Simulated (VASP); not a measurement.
# ZnS (P6_3mc) in VASP: single point with LDA

Aim: the single point of ZnS with LDA.

All numbers are computed with VASP 6.6.1; they aren't measurements. Logs are shortened: lines on timing, memory, paths and dates and some standing lists are left out, and cuts for length are marked.

## 1. The cell of the first run

The structure is hexagonal, space group P6_3mc (No. 186). Conventional cell: a = 3.823 Å, b = 3.823 Å, c = 12.520 Å, α = 90.00°, β = 90.00°, γ = 120.00°. Zn (site symmetry 3m) has 4 S at 2.34 to 2.35 Å within 3.1 Å. Zn (site symmetry 3m) has 4 S at 2.34 to 2.35 Å within 3.1 Å. Within 3.1 Å of S (site symmetry 3m) lie 4 Zn at 2.34 to 2.35 Å. Within 3.1 Å of S (site symmetry 3m) lie 4 Zn at 2.34 to 2.35 Å.

## 2. Single point, LDA

File INCAR:

```
SYSTEM = ZnS
  ALGO = Normal
  EDIFF = 1E-7
  ENCUT = 520
  GGA = CA
  ISIF = 2
  ISMEAR = 0
  LASPH = .TRUE.
  LCHARG = .TRUE.
  LELF = .TRUE.
  LREAL = .FALSE.
  LVHAR = .TRUE.
  LWAVE = .FALSE.
  NBANDS = 46
  NELM = 60
  PREC = Accurate
  SIGMA = 0.05
```

File KPOINTS:

```
k-points
0
G
  12 12 4
  0 0 0
```

File POSCAR:

```
ZnS
1.0
    3.8227020304      0.0000000000      0.0000000000
   -1.9113510152      3.3105570694      0.0000000000
    0.0000000000      0.0000000000     12.5200000000
Zn S
4 4
Direct
    0.0000000000      0.0000000000      0.0000000000
    0.0000000000      0.0000000000      0.5000000000
    0.3333333333      0.6666666667      0.2500000000
    0.6666666667      0.3333333333      0.7500000000
    0.0000000000      0.0000000000      0.1875000000
    0.0000000000      0.0000000000      0.6875000000
    0.3333333333      0.6666666667      0.4375000000
    0.6666666667      0.3333333333      0.9375000000
```

Potentials or basis: VASP PAW LDA potentials, release 64 (Zn, S).

Started as:

```sh
> cat potpaw_LDA.64/Zn/POTCAR potpaw_LDA.64/S/POTCAR > POTCAR
> mpirun -np 1 vasp_std > vasp.out
```

OUTCAR:

```text
SYSTEM = ZnS
   EDIFF = 1E-7
   ENCUT = 520
   GGA = CA
   ISIF = 2
   ISMEAR = 0
   LASPH = .TRUE.
   LREAL = .FALSE.
   NELM = 60
   PREC = Accurate

 ion  position               nearest neighbor table
   1  0.000  0.000  0.000-   8 2.34   8 2.34   8 2.34   5 2.35
   2  0.000  0.000  0.500-   7 2.34   7 2.34   7 2.34   6 2.35
   3  0.333  0.667  0.250-   5 2.34   5 2.34   5 2.34   7 2.35
   4  0.667  0.333  0.750-   6 2.34   6 2.34   6 2.34   8 2.35
   5  0.000  0.000  0.188-   3 2.34   3 2.34   3 2.34   1 2.35
   6  0.000  0.000  0.688-   4 2.34   4 2.34   4 2.34   2 2.35
   7  0.333  0.667  0.438-   2 2.34   2 2.34   2 2.34   3 2.35
   8  0.667  0.333  0.938-   1 2.34   1 2.34   1 2.34   4 2.35

  LATTYP: Found a hexagonal cell.
 ALAT       =     3.8227020304
 C/A-ratio  =     3.2751702593

  Lattice vectors:

 A1 = (   3.8227020304,   0.0000000000,   0.0000000000)
 A2 = (  -1.9113510152,   3.3105570694,   0.0000000000)
 A3 = (   0.0000000000,   0.0000000000,  12.5200000000)

Analysis of symmetry for initial positions (statically):
=====================================================================
 Subroutine PRICEL returns:
 Original cell was already a primitive cell.

 Routine SETGRP: Setting up the symmetry group for a
 hexagonal supercell.

 Subroutine GETGRP returns: Found 12 space group operations
 (whereof  6 operations were pure point group operations)
 out of a pool of 24 trial point group operations.

The static configuration has the point symmetry C_3v.
 The point group associated with its full space group is C_6v.

Analysis of symmetry for dynamics (positions and initial velocities):
=====================================================================
 Subroutine PRICEL returns:
 Original cell was already a primitive cell.

 Routine SETGRP: Setting up the symmetry group for a
 hexagonal supercell.

 Subroutine GETGRP returns: Found 12 space group operations
 (whereof  6 operations were pure point group operations)
 out of a pool of 24 trial point group operations.

The dynamic configuration has the point symmetry C_3v.
 The point group associated with its full space group is C_6v.

 Subroutine INISYM returns: Found 12 space group operations
 (whereof  6 operations are pure point group operations),
 and found     1 'primitive' translations

[... 111 lines left out ...]
   NFREE  =      0    steps in history (QN), initial steepest desc. (CG)
   ISIF   =      2    stress and relaxation
   ISYM   =      2    0-nonsym 1-usesym 2-fastsym
   POTIM  = 0.5000    time-step for ionic-motion
   TEBEG  =    0.0;   TEEND  =   0.0 temperature during run
   PSTRESS=    0.0 pullay stress
   NELECT =      72.0000    total number of electrons
   NUPDOWN=      -1.0000    fix difference up-down
   EMIN   =  10.00;   EMAX   =-10.00  energy-range for DOS
   EFERMI =   0.00;   METHOD = LEGACY
   ISMEAR =     0;   SIGMA  =   0.05  broadening in eV -4-tet -1-fermi 0-gaus
   EFERMI_NEDOS =   21; number of points for ismear=-14 and -15
   IALGO  =     38    algorithm
   IMIX   =      4    mixing-type and parameters
     AMIX     =   0.40;   BMIX     =  1.00
     AMIX_MAG =   1.60;   BMIX_MAG =  1.00
  volume/ion in A,a.u.               =      19.81       133.65
  Fermi-wavevector in a.u.,A,eV,Ry     =   1.258617  2.378442 21.553229  1.584118
  Thomas-Fermi vector in A             =   2.392218
   LORBIT       =      0    0 simple, 1 ext, 2 COOP (PROOUT), +10 PAW based schemes
   GGA     = CA    functional components
   LHFCALC =     F    Hartree Fock is set to
   AEXX    =    0.0000 exact exchange contribution
   IVDW    =     0    specifies the selected vdW correction
   LEPSILON=     F    determine dielectric tensor
   LRPA    =     F    only Hartree local field effects (RPA)
 non-spin polarized calculation
 Gauss-broadening in eV      SIGMA  =   0.05
  energy-cutoff  :      520.00
  volume of cell :      158.44
 maximum number of plane-waves:      4296
   NGX = 15   NGY = 15   NGZ = 47

 number of electron      71.9999984 magnetization

 Free energy of the ion-electron system (eV)
  ---------------------------------------------------
  ext. energy  EPLUGINS =         0.00000000
  ---------------------------------------------------
  free energy    TOTEN  =       -32.68068230 eV

  energy without entropy =      -32.68068230  energy(sigma->0) =      -32.68068230

 E-fermi :   2.0958     XC(G=0): -10.0182

 val. band max:        1.8969820367   @ k =   0.0000   0.0000   0.0000
 cond. band min:       3.8016227546   @ k =   0.0000   0.0000   0.0000
 fundamental gap:      1.9046407179
 Fermi energy:         2.0957778978

 k-point     1 :       0.0000    0.0000    0.0000
  band No.  band energies     occupation
      1     -11.1972      2.00000
      2     -10.7732      2.00000
      3     -10.7620      2.00000
      4     -10.2529      2.00000
      5      -4.5859      2.00000
      6      -4.5820      2.00000
[... 1165 lines left out ...]
     45       8.9065      0.00000
     46       9.4218      0.00000

 [... further k-points ...]

------------------------ aborting loop because EDIFF is reached ----------------------------------------

  FORCE on cell =-STRESS in cart. coord.  units (eV):
  Direction    XX          YY          ZZ          XY          YZ          ZX
  --------------------------------------------------------------------------------------
  -------------------------------------------------------------------------------------
  Total       -4.4999696     -4.4999696     -4.6114521      0.0000000      0.0000000      0.0000000
  in kB      -45.5034485    -45.5034485    -46.6307531      0.0000000      0.0000000      0.0000000
  external PRESSURE =     -45.8792167 kB  Pullay stress =       0.0000000 kB

 VOLUME and BASIS-vectors are now :
 -----------------------------------------------------------------------------
  energy-cutoff  :      520.00
  volume of cell :      158.44
      direct lattice vectors                 reciprocal lattice vectors
     3.822702030  0.000000000  0.000000000     0.261595069  0.151031983  0.000000000
    -1.911351015  3.310557069  0.000000000     0.000000000  0.302063967  0.000000000
     0.000000000  0.000000000 12.520000000     0.000000000  0.000000000  0.079872204

 POSITION                                       TOTAL-FORCE (eV/Angst)
 -----------------------------------------------------------------------------------
      0.00000      0.00000      0.00000        -0.000000      0.000000      0.019246
      0.00000      0.00000      6.26000         0.000000      0.000000      0.019246
     -0.00000      2.20704      3.13000        -0.000000      0.000000      0.001692
      1.91135      1.10352      9.39000         0.000000      0.000000      0.001692
      0.00000      0.00000      2.34750        -0.000000     -0.000000     -0.039269
      0.00000      0.00000      8.60750         0.000000      0.000000     -0.039269
     -0.00000      2.20704      5.47750        -0.000000     -0.000000      0.018331
      1.91135      1.10352     11.73750         0.000000      0.000000      0.018331
 -----------------------------------------------------------------------------------
    total drift:                               -0.000001     -0.000001     -0.000833

  FREE ENERGIE OF THE ION-ELECTRON SYSTEM (eV)
  ---------------------------------------------------
  free  energy   TOTEN  =       -32.6806822961 eV

  energy  without entropy=      -32.6806822961  energy(sigma->0) =      -32.68068230
```

OSZICAR:

```text
N       E                     dE             d eps       ncg     rms          rms(c)
DAV:   1     0.589482478793E+03    0.58948E+03   -0.33298E+04  5244   0.189E+03
DAV:   2     0.477837351896E+02   -0.54170E+03   -0.52096E+03  5244   0.438E+02
DAV:   3    -0.304881910503E+02   -0.78272E+02   -0.77144E+02  5830   0.154E+02
DAV:   4    -0.343245364543E+02   -0.38363E+01   -0.38201E+01  6438   0.341E+01
DAV:   5    -0.343841766680E+02   -0.59640E-01   -0.59610E-01  6138   0.434E+00    0.137E+01
DAV:   6    -0.326974793058E+02    0.16867E+01   -0.36194E+00  7824   0.422E+01    0.104E+01
DAV:   7    -0.327603440359E+02   -0.62865E-01   -0.40976E+00  5874   0.825E+00    0.354E+00
DAV:   8    -0.326835316565E+02    0.76812E-01   -0.26051E-01  6660   0.393E+00    0.965E-01
DAV:   9    -0.326805312504E+02    0.30004E-02   -0.68183E-02  6808   0.240E+00    0.359E-01
DAV:  10    -0.326806175716E+02   -0.86321E-04   -0.23889E-03  6262   0.578E-01    0.199E-01
DAV:  11    -0.326806885755E+02   -0.71004E-04   -0.38388E-04  7224   0.212E-01    0.669E-02
DAV:  12    -0.326806814809E+02    0.70946E-05   -0.77080E-05  6212   0.243E-01    0.160E-02
DAV:  13    -0.326806819936E+02   -0.51269E-06   -0.11805E-05  7294   0.580E-02    0.944E-03
DAV:  14    -0.326806822658E+02   -0.27220E-06   -0.18552E-06  8096   0.200E-02    0.425E-03
DAV:  15    -0.326806822860E+02   -0.20209E-07   -0.10562E-06  5976   0.207E-02    0.159E-03
DAV:  16    -0.326806822961E+02   -0.10114E-07   -0.15045E-07  3422   0.437E-03
   1 F= -.32680682E+02 E0= -.32680682E+02  d E =-.133950E-10
```

stdout:

```text
POSCAR found type information on POSCAR ZnS
 POSCAR found :  2 types and       8 ions
 scaLAPACK will be used
 LDA part: xc-table for (Slater(with rela. corr.)+CA(PZ))
 , standard interpolation
 POSCAR, INCAR and KPOINTS ok, starting setup
 FFT: planning ... GRIDC
 FFT: planning ... GRID_SOFT
 FFT: planning ... GRID
 WAVECAR not read
 entering main loop
```

Run time: 5.5 min. Hardware: 1 thread of Intel Xeon Platinum 8375C at 2.90GHz (Ice Lake), shared host; peak memory 0.41 GiB.

What came out:

```yaml
Free_energy: -32.6807 eV
Pressure: -4.6 GPa
Largest_force: 0.039 eV/Å
Band_gap_on_the_k_mesh: 1.90 eV
```

Forces on the atoms (eV/Å):
```
Zn   0.000  0.000  0.019
Zn   0.000  0.000  0.019
Zn   0.000  0.000  0.002
Zn   0.000  0.000  0.002
S    0.000  0.000 -0.039
S    0.000  0.000 -0.039
S    0.000  0.000  0.018
S    0.000  0.000  0.018
```

Stress tensor (GPa, compression positive):
```
-4.55  0.00  0.00
 0.00 -4.55  0.00
 0.00  0.00 -4.66
```

Levels at points of the mesh, in eV from the valence-band top:
| k point | band 34 | band 35 | band 36 | band 37 | band 38 | band 39 |
| --- | --- | --- | --- | --- | --- | --- |
| (0.00, 0.00, 0.00) | -0.04 | 0.00 | 0.00 | 1.90 | 3.00 | 3.19 |
| (0.50, 0.00, 0.00) | -1.59 | -1.12 | -0.88 | 3.11 | 3.16 | 3.58 |
| (0.00, 0.00, 0.50) | -0.15 | -0.15 | -0.15 | 2.79 | 2.79 | 3.12 |
| (0.50, 0.00, 0.50) | -1.53 | -1.11 | -1.11 | 3.50 | 3.50 | 3.84 |

Caveat: the cell stands under tension.
